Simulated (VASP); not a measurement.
Here is a VASP 6.6.1 calculation.

The input INCAR:

```
ALGO = Normal ; EDIFF = 1E-6
ENCUT = 500 ; GGA = PE
GGA_COMPAT = False ; ISIF = 2
ISMEAR = -1 ; ISPIN = 2
IVDW = 12 ; LASPH = True
LCHARG = False ; LMAXMIX = 4
LORBIT = 11 ; LREAL = False
LWAVE = False ; MAGMOM = 1
NBANDS = 15 ; NELM = 200
NUPDOWN = 1.0 ; PREC = Accurate
SIGMA = 0.05
```

Contents of KPOINTS:

```
k-points
0
Gamma
  12 12 12
```

Contents of POSCAR:

```
Pd
1.0
    0.0000000000      1.9334358480      1.9334358480
    1.9334358480      0.0000000000      1.9334358480
    1.9334358480      1.9334358480      0.0000000000
Pd
1
Direct
    0.0000000000      0.0000000000      0.0000000000
```

Potentials or basis: VASP PAW PBE potentials, release 64 (Pd).

Run with:

```bash
$ cat potpaw_PBE.64/Pd/POTCAR > POTCAR
$ mpirun -np 1 vasp_std > vasp.out
```

(1) Estimate the pressure.

(2) Estimate the dispersion energy per atom.

## Answers

(1) 7.8 GPa.

(2) -0.682 eV.

Caveat: three body term missing; the total moment is fixed, so each spin has its own Fermi level.
